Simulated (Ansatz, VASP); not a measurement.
One calculation of Be4Ga2C, two programs

```
Be Ga C
1.0
     2.70876   -6.03878    0.12695
     2.70876    6.03878    0.12695
    -0.13398    0.00000    2.85889
Be Ga C
4 2 1
Cartesian
  0.9694 0.0000 1.4780
  2.7088 4.3571 0.1270
  4.3142 0.0000 1.6348
  2.7088 -4.3571 0.1270
  1.2874 3.0194 1.4929
  1.2874 -3.0194 1.4929
  0.0000 0.0000 0.0000
```

Change from the starting cell: species swapped into the Li2CrCl4 type (C2/m, No. 12).

Alike in both runs: functional PBE; k mesh 4 × 4 × 6; occupations gaussian, width 0.1 eV; no spin polarisation.

Ansatz relaxed the structure, and its values are those at the end. VASP's run is a single point on that final structure, the one shown.

```csv
,VASP,Ansatz
version,VASP 6.6.1,Ansatz 0.2.0
potentials or method,"VASP PAW PBE potentials, release 64 (Be, Ga_d, C), cutoff 520 eV","scalar-relativistic, plane waves, PAW"
valence electrons in the cell,38,38
```

|  | VASP | Ansatz | Ansatz less VASP |
| --- | --- | --- | --- |
| gap on the k mesh at the Fermi level (eV) | none | none | - |
| pressure (GPa) | 0.1 | 0.0 | -0.18 |
| rms of the force components (eV/Å) | 0.010 | 0.002 | -0.0076 |

A gap of «none» marks a metal or a gap that the smearing closes.

The k mesh is coarse, so the values compare programs but aren't converged.
